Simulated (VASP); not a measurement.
# GaF (F-43m) in VASP: notebook

Runs on GaF. Level: PBE. Tasks: electric field gradients, dielectric tensor.

Program: VASP 6.6.1. These are calculated values, not measurements. Logs are shortened: lines on timing, memory, paths and dates and some standing lists are left out, and cuts for length are marked.

**1. The cell of the first run**

Symmetry: F-43m, No. 216, cubic system. The conventional cell has a = 5.692 Å, b = 5.692 Å, c = 5.692 Å, α = 90.00°, β = 90.00°, γ = 90.00°. Ga (site symmetry -43m) has 4 F at 2.46 Å within 3.3 Å. Within 3.3 Å of F (site symmetry -43m) lie 4 Ga at 2.46 Å.

**2. Electric field gradients, PBE**

File INCAR:

```
PREC = Accurate
ENCUT = 520
EDIFF = 1E-8
ISMEAR = -1
SIGMA = 0.05
LREAL = False
LASPH = True
NELM = 100
ALGO = Normal
ISIF = 2
LWAVE = False
LCHARG = False
GGA = PE
LEFG = True
NBANDS = 17
```

File KPOINTS:

```
Automatic mesh
0
Gamma
  8 8 8
```

File POSCAR:

```
GaF
1.0
    0.0000000000      2.8462400000      2.8462400000
    2.8462400000      0.0000000000      2.8462400000
    2.8462400000      2.8462400000      0.0000000000
Ga F
1 1
Direct
    0.2500000000      0.2500000000      0.2500000000
    0.0000000000      0.0000000000      0.0000000000
```

Potentials or basis: VASP PAW PBE potentials, release 64 (Ga_d, F).

Run with:

```console
$ cat potpaw_PBE.64/Ga_d/POTCAR potpaw_PBE.64/F/POTCAR > POTCAR
$ mpirun -np 1 vasp_std > vasp.out
```

OUTCAR:

```text
PREC = Accurate
   ENCUT = 520
   EDIFF = 1E-8
   ISMEAR = -1
   LREAL = False
   LASPH = True
   NELM = 100
   ISIF = 2
   GGA = PE

 ion  position               nearest neighbor table
   1  0.250  0.250  0.250-
   2  0.000  0.000  0.000-

  LATTYP: Found a face centered cubic cell.
 ALAT       =     5.6924800000

  Lattice vectors:

 A1 = (   0.0000000000,   2.8462400000,   2.8462400000)
 A2 = (   2.8462400000,   0.0000000000,   2.8462400000)
 A3 = (   2.8462400000,   2.8462400000,   0.0000000000)

Analysis of symmetry for initial positions (statically):
=====================================================================
 Subroutine PRICEL returns:
 Original cell was already a primitive cell.

 Routine SETGRP: Setting up the symmetry group for a
 face centered cubic supercell.

 Subroutine GETGRP returns: Found 24 space group operations
 (whereof 24 operations were pure point group operations)
 out of a pool of 48 trial point group operations.

The static configuration has the point symmetry T_d .

Analysis of symmetry for dynamics (positions and initial velocities):
=====================================================================
 Subroutine PRICEL returns:
 Original cell was already a primitive cell.

 Routine SETGRP: Setting up the symmetry group for a
 face centered cubic supercell.

 Subroutine GETGRP returns: Found 24 space group operations
 (whereof 24 operations were pure point group operations)
 out of a pool of 48 trial point group operations.

The dynamic configuration has the point symmetry T_d .

 Subroutine INISYM returns: Found 24 space group operations
 (whereof 24 operations are pure point group operations),
 and found     1 'primitive' translations

----------------------------------------------------------------------------------------

                                     Primitive cell

  volume of cell :      46.1152

  direct lattice vectors                    reciprocal lattice vectors
     0.000000000  2.846240000  2.846240000    -0.175670358  0.175670358  0.175670358
     2.846240000  0.000000000  2.846240000     0.175670358 -0.175670358  0.175670358
     2.846240000  2.846240000  0.000000000     0.175670358  0.175670358 -0.175670358

  length of vectors
     4.025191210  4.025191210  4.025191210     0.304269986  0.304269986  0.304269986

  position of ions in fractional coordinates (direct lattice)
     0.250000000  0.250000000  0.250000000
     0.000000000  0.000000000  0.000000000

  ion indices of the primitive-cell ions
   primitive index   ion index
                 1           1
                 2           2

----------------------------------------------------------------------------------------

 KPOINTS: Automatic mesh

Automatic generation of k-mesh.
 Grid dimensions read from file:
 generate k-points for:    8    8    8

 Generating k-lattice:

  Cartesian coordinates                     Fractional coordinates (reciprocal lattice)
    -0.021958795  0.021958795  0.021958795     0.125000000  0.000000000  0.000000000
     0.021958795 -0.021958795  0.021958795     0.000000000  0.125000000  0.000000000
     0.021958795  0.021958795 -0.021958795     0.000000000  0.000000000  0.125000000

  Length of vectors
     0.038033748  0.038033748  0.038033748

  Shift w.r.t. Gamma in fractional coordinates (k-lattice)
     0.000000000  0.000000000  0.000000000

 Subroutine IBZKPT returns following result:
 ===========================================

 Found     29 irreducible k-points:

 Following reciprocal coordinates:
            Coordinates               Weight
  0.000000  0.000000  0.000000      1.000000
  0.125000  0.000000  0.000000      8.000000
  0.250000  0.000000  0.000000      8.000000
  0.375000  0.000000  0.000000      8.000000
  0.500000  0.000000  0.000000      4.000000
  0.125000  0.125000  0.000000      6.000000
[... 16 lines left out ...]
  0.500000  0.250000  0.125000     48.000000
 -0.375000  0.250000  0.125000     24.000000
 [... further k-points ...]
   k-points           NKPTS =     29   k-points in BZ     NKDIM =     29   number of bands    NBANDS=     17
   number of dos      NEDOS =    301   number of ions     NIONS =      2
   total plane-waves  NPLWV =  27000
   dimension x,y,z NGX =    30 NGY =   30 NGZ =   30
   dimension x,y,z NGXF=    60 NGYF=   60 NGZF=   60
   ions per type =               1   1
   NGX,Y,Z   is equivalent  to a cutoff of  12.39, 12.39, 12.39 a.u.
   NGXF,Y,Z  is equivalent  to a cutoff of  24.78, 24.78, 24.78 a.u.
 SYSTEM =  unknown system
   PREC   = accura    normal or accurate (medium, high low for compatibility)
   ISTART =      0    job   : 0-new  1-cont  2-samecut
   ICHARG =      2    charge: 1-file 2-atom 10-const
   ISPIN  =      1    spin polarized calculation?
   LNONCOLLINEAR =      F non collinear calculations
   LSORBIT =      F    spin-orbit coupling
   LASPH  =      T    aspherical Exc in radial PAW
   ENCUT  =  520.0 eV  38.22 Ry    6.18 a.u.   7.48  7.48  7.48*2*pi/ulx,y,z
   NELM   =    100;   NELMIN=  2; NELMDL= -5     # of ELM steps
   EDIFF  = 0.1E-07   stopping-criterion for ELM
   LREAL  =      F    real-space projection
   EDIFFG = 0.1E-06   stopping-criterion for IOM
   NSW    =      0    number of steps for IOM
   IBRION =     -1    ionic relax: 0-MD 1-quasi-New 2-CG
   NFREE  =      0    steps in history (QN), initial steepest desc. (CG)
   ISIF   =      2    stress and relaxation
   ISYM   =      2    0-nonsym 1-usesym 2-fastsym
   POTIM  = 0.5000    time-step for ionic-motion
   TEBEG  =    0.0;   TEEND  =   0.0 temperature during run
   PSTRESS=    0.0 pullay stress
   NELECT =      20.0000    total number of electrons
   NUPDOWN=      -1.0000    fix difference up-down
   EMIN   =  10.00;   EMAX   =-10.00  energy-range for DOS
   EFERMI =   0.00;   METHOD = LEGACY
   ISMEAR =    -1;   SIGMA  =   0.05  broadening in eV -4-tet -1-fermi 0-gaus
   EFERMI_NEDOS =   21; number of points for ismear=-14 and -15
   IALGO  =     38    algorithm
   IMIX   =      4    mixing-type and parameters
     AMIX     =   0.40;   BMIX     =  1.00
     AMIX_MAG =   1.60;   BMIX_MAG =  1.00
  volume/ion in A,a.u.               =      23.06       155.60
  Fermi-wavevector in a.u.,A,eV,Ry     =   1.239186  2.341723 20.892875  1.535583
  Thomas-Fermi vector in A             =   2.373680
   LORBIT       =      0    0 simple, 1 ext, 2 COOP (PROOUT), +10 PAW based schemes
   GGA     = PE    functional components
   LHFCALC =     F    Hartree Fock is set to
   AEXX    =    0.0000 exact exchange contribution
   IVDW    =     0    specifies the selected vdW correction
   LEPSILON=     F    determine dielectric tensor
   LRPA    =     F    only Hartree local field effects (RPA)
 non-spin polarized calculation
  energy-cutoff  :      520.00
  volume of cell :       46.12
 maximum number of plane-waves:      1254
 NGX is ok and might be reduce to    30
   NGX = 15   NGY = 15   NGZ = 15

 number of electron      19.9999995 magnetization

 Free energy of the ion-electron system (eV)
  ---------------------------------------------------
  ext. energy  EPLUGINS =         0.00000000
  ---------------------------------------------------
  free energy    TOTEN  =        -7.53914857 eV

  energy without entropy =       -7.53914857  energy(sigma->0) =       -7.53914857

 E-fermi :   1.0426     XC(G=0):  -7.9747

 val. band max:       -0.0495082535   @ k =  -0.2500   0.5000   0.2500
 cond. band min:       2.2195071366   @ k =   0.5000   0.5000   0.0000
 fundamental gap:      2.2690153901
 Fermi energy:         1.0426082391

 k-point     1 :       0.0000    0.0000    0.0000
  band No.  band energies     occupation
      1     -21.8478      2.00000
      2     -13.4874      2.00000
      3     -13.4874      2.00000
      4     -13.4874      2.00000
      5     -13.4655      2.00000
      6     -13.4655      2.00000
[... 9 lines left out ...]
     16      13.5318      0.00000
     17      13.5318      0.00000

 k-point     2 :       0.1250    0.0000    0.0000
  band No.  band energies     occupation
      1     -21.8416      2.00000
      2     -13.4853      2.00000
      3     -13.4853      2.00000
      4     -13.4818      2.00000
      5     -13.4654      2.00000
      6     -13.4654      2.00000
[... 9 lines left out ...]
     16      13.1491      0.00000
     17      13.1491      0.00000

 k-point     3 :       0.2500    0.0000    0.0000
  band No.  band energies     occupation
      1     -21.8261      2.00000
      2     -13.4820      2.00000
      3     -13.4820      2.00000
      4     -13.4677      2.00000
      5     -13.4637      2.00000
      6     -13.4637      2.00000
[... 9 lines left out ...]
     16      12.6638      0.00000
     17      13.4225      0.00000

 k-point     4 :       0.3750    0.0000    0.0000
  band No.  band energies     occupation
      1     -21.8109      2.00000
      2     -13.4811      2.00000
      3     -13.4811      2.00000
      4     -13.4596      2.00000
      5     -13.4596      2.00000
      6     -13.4525      2.00000
[... 9 lines left out ...]
     16      12.4200      0.00000
     17      13.6091      0.00000

 k-point     5 :       0.5000    0.0000    0.0000
  band No.  band energies     occupation
      1     -21.8041      2.00000
      2     -13.4812      2.00000
      3     -13.4812      2.00000
      4     -13.4573      2.00000
      5     -13.4573      2.00000
      6     -13.4459      2.00000
[... 9 lines left out ...]
     16      12.3581      0.00000
     17      13.4316      0.00000

 k-point     6 :       0.1250    0.1250    0.0000
  band No.  band energies     occupation
      1     -21.8394      2.00000
      2     -13.4832      2.00000
      3     -13.4832      2.00000
      4     -13.4827      2.00000
      5     -13.4670      2.00000
      6     -13.4642      2.00000
[... 9 lines left out ...]
     16      14.1567      0.00000
     17      14.1567      0.00000
[... 281 lines left out ...]
 k-point    21 :       0.5000    0.5000    0.0000
  band No.  band energies     occupation
      1     -21.7906      2.00000
      2     -13.4796      2.00000
      3     -13.4579      2.00000
      4     -13.4579      2.00000
      5     -13.4568      2.00000
      6     -13.4498      2.00000
[... 9 lines left out ...]
     16      17.8227      0.00000
     17      17.8227      0.00000

 k-point    22 :       0.3750    0.2500    0.1250
  band No.  band energies     occupation
      1     -21.8149      2.00000
      2     -13.4776      2.00000
      3     -13.4761      2.00000
      4     -13.4687      2.00000
      5     -13.4627      2.00000
      6     -13.4560      2.00000
[... 9 lines left out ...]
     16      13.5880      0.00000
     17      14.5443      0.00000

 k-point    23 :       0.5000    0.2500    0.1250
  band No.  band energies     occupation
      1     -21.8025      2.00000
      2     -13.4785      2.00000
      3     -13.4736      2.00000
      4     -13.4654      2.00000
      5     -13.4595      2.00000
      6     -13.4436      2.00000
[... 9 lines left out ...]
     16      13.2654      0.00000
     17      15.1205      0.00000

 k-point    24 :      -0.3750    0.2500    0.1250
  band No.  band energies     occupation
      1     -21.7975      2.00000
      2     -13.4793      2.00000
      3     -13.4731      2.00000
      4     -13.4630      2.00000
      5     -13.4586      2.00000
      6     -13.4379      2.00000
[... 9 lines left out ...]
     16      13.4499      0.00000
     17      15.4665      0.00000

 [... further k-points ...]
[... 5 lines left out ...]
  --------------------------------------------------------------------------------------
  -------------------------------------------------------------------------------------
  Total       -0.0301581     -0.0301581     -0.0301581      0.0000000     -0.0000000     -0.0000000
  in kB       -1.0477801     -1.0477801     -1.0477801      0.0000000     -0.0000000     -0.0000000
  external PRESSURE =      -1.0477801 kB  Pullay stress =       0.0000000 kB

 VOLUME and BASIS-vectors are now :
 -----------------------------------------------------------------------------
  energy-cutoff  :      520.00
  volume of cell :       46.12
      direct lattice vectors                 reciprocal lattice vectors
     0.000000000  2.846240000  2.846240000    -0.175670358  0.175670358  0.175670358
     2.846240000  0.000000000  2.846240000     0.175670358 -0.175670358  0.175670358
     2.846240000  2.846240000  0.000000000     0.175670358  0.175670358 -0.175670358

 POSITION                                       TOTAL-FORCE (eV/Angst)
 -----------------------------------------------------------------------------------
      1.42312      1.42312      1.42312         0.000000      0.000000      0.000000
      0.00000      0.00000      0.00000        -0.000000     -0.000000     -0.000000
 -----------------------------------------------------------------------------------
    total drift:                                0.000000      0.000000      0.000000

  FREE ENERGIE OF THE ION-ELECTRON SYSTEM (eV)
  ---------------------------------------------------
  free  energy   TOTEN  =        -7.5391485689 eV

  energy  without entropy=       -7.5391485689  energy(sigma->0) =       -7.53914857

 Electric field gradients (V/A^2)
---------------------------------------------------------------------
 ion       V_xx      V_yy      V_zz      V_xy      V_xz      V_yz
---------------------------------------------------------------------
   1      -0.000    -0.000     0.000    -0.002    -0.002    -0.002
   2      -0.000    -0.000     0.000     0.007     0.007     0.007
---------------------------------------------------------------------

 Electric field gradients after diagonalization (V/A^2)
 (convention: |V_zz| > |V_xx| > |V_yy|)
----------------------------------------------------------------------
 ion       V_xx      V_yy      V_zz     asymmetry (V_yy - V_xx)/ V_zz
----------------------------------------------------------------------
   1       0.002     0.002    -0.004       0.000
   2      -0.007    -0.007     0.013       0.000
----------------------------------------------------------------------

           NMR quadrupolar parameters

 Cq : quadrupolar parameter    Cq=e*Q*V_zz/h
 eta: asymmetry parameters     (V_yy - V_xx)/ V_zz
 Q  : nuclear electric quadrupole moment in mb (millibarn)
----------------------------------------------------------------------
 ion       Cq(MHz)       eta       Q (mb)
----------------------------------------------------------------------
   1      -0.000       0.000       1.000
   2       0.000       0.000       1.000
----------------------------------------------------------------------
```

Run time: 21 s. Hardware: 1 thread of AMD EPYC 7R13 (Zen 3), shared host; peak memory 0.15 GiB.

What came out:

| Property | Result |
| --- | --- |
| Free energy | -7.5391 eV |
| Pressure | -0.1 GPa |
| Band gap on the k mesh | 2.27 eV, indirect (least direct gap 2.28 eV) |

Caveat: without QUAD_EFG the Cq values of the log hold for a quadrupole moment of 1 mb, not for the nuclei.

(Continued in part 2 of 2.)
